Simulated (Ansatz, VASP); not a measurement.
# One calculation of Sn, two programs

```
Sn
1.0
     3.35432    0.00000    0.00000
    -1.67716    2.90493    0.00000
     0.00000    0.00000    5.69814
Sn
2
Cartesian
  0.0000 1.9366 1.4245
  1.6772 0.9683 4.2736
```

Alike in both runs: functional PBE; k mesh 14 × 14 × 8; occupations fermi-dirac, width 0.05 eV; no spin polarisation.

Ansatz relaxed the structure, and its values are those at the end. VASP's run is a single point on that final structure, the one shown.

|  | VASP | Ansatz |
| --- | --- | --- |
| version | VASP 6.6.1 | Ansatz 0.2.0 |
| potentials or method | VASP PAW PBE potentials, release 64 (Sn_d) | PAW with Ansatz's default frozen-core files, scalar-relativistic |
| plane-wave cutoff (eV) | 520 | 420 |
| valence electrons in the cell | 28 | 28 |

VASP gave:

| Property | Result |
| --- | --- |
| pressure (GPa) | -0.1 |

Question: Which values does Ansatz return?

Answer: Pressure (GPa): 0.0.
